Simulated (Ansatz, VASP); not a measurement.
**One calculation of SnO2, two programs**

```
Sn O
1.0
    -3.23725    0.00000    0.00000
    -1.61863   -2.80354    0.00000
    -3.88470   -2.24283   14.37548
Sn O
3 6
Direct
  0.30842 0.30842 0.44781
  0.88059 0.88059 0.14926
  0.73624 0.73624 0.74636
  0.49213 0.49213 0.21817
  0.34778 0.34778 0.81527
  0.91996 0.91996 0.51672
  0.12470 0.12470 0.67746
  0.69687 0.69687 0.37891
  0.26905 0.26905 0.08036
```

Alike in both runs: task single point; functional PBE; dispersion D3(BJ); k mesh 9 × 9 × 2; occupations gaussian, width 0.05 eV; no spin polarisation.

|  | VASP | Ansatz |
| --- | --- | --- |
| version | VASP 6.6.1 | Ansatz 0.2.0 |
| potentials or method | VASP PAW PBE potentials, release 64 (Sn_d, O), cutoff 520 eV | scalar-relativistic, plane waves, PAW |
| valence electrons in the cell | 78 | 78 |

Ansatz gave:

| Property | Result |
| --- | --- |
| gap on the k mesh at the Fermi level (eV) | 1.88 |
| least direct gap on the mesh (eV) | 2.01 |
| pressure (GPa) | -0.3 |
| rms of the force components (eV/Å) | 0.064 |

Problem. Estimate VASP's values.

Solution. gap on the k mesh at the Fermi level (eV): 1.86; least direct gap on the mesh (eV): 1.99; pressure (GPa): 0.3; rms of the force components (eV/Å): 0.081.

Atom by atom the forces differ by 0.026 eV/Å (rms over components).
